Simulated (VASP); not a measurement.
A run of VASP 6.6.1:

The input INCAR:

```
PREC     = Accurate       # precision mode
ENCUT    = 500            # plane-wave cutoff, eV
EDIFF    = 1E-7           # SCF threshold, eV
ISMEAR   = -5             # smearing method
SIGMA    = 0.1            # smearing width, eV
LREAL    = False          # projectors in reciprocal space
LASPH    = True           # aspherical terms in the spheres
NELM     = 120            # most SCF steps
ALGO     = Normal         # electronic algorithm
ISIF     = 3              # what is computed and relaxed
LWAVE    = False          # write WAVECAR
LCHARG   = False          # write CHGCAR
GGA      = PE             # functional
IBRION   = 2              # ionic algorithm
NSW      = 60             # ionic steps
EDIFFG   = -0.01          # ionic threshold
GGA_COMPAT= False        
NELMIN   = 4
```

KPOINTS

```
Automatic mesh
0
Gamma
  5 5 5
```

The input POSCAR:

```
PtCl
1.0
    0.0000000000      2.9942320000      2.9942320000
    2.9942320000      0.0000000000      2.9942320000
    2.9942320000      2.9942320000      0.0000000000
Pt Cl
1 1
Direct
    0.0000000000      0.0000000000      0.0000000000
    0.5000000000      0.5000000000      0.5000000000
```

Potentials or basis: VASP PAW PBE potentials, release 64 (Pt, Cl).

Run with:

```sh
$ cat potpaw_PBE.64/Pt/POTCAR potpaw_PBE.64/Cl/POTCAR > POTCAR
$ mpirun -np 1 vasp_std > vasp.out
```

Hardware: 1 thread of Intel(R) Xeon(R) Platinum 8375C CPU @ 2.90GHz (Ice Lake) (shared host).

**Question.** How long does it take, and how much memory?

**Answer.** Wall time 52 s on 1 thread of Intel(R) Xeon(R) Platinum 8375C CPU @ 2.90GHz (Ice Lake), on a shared host, peak memory 0.18 GiB. Counts: scf iterations 61, k points 10, ion steps 6.
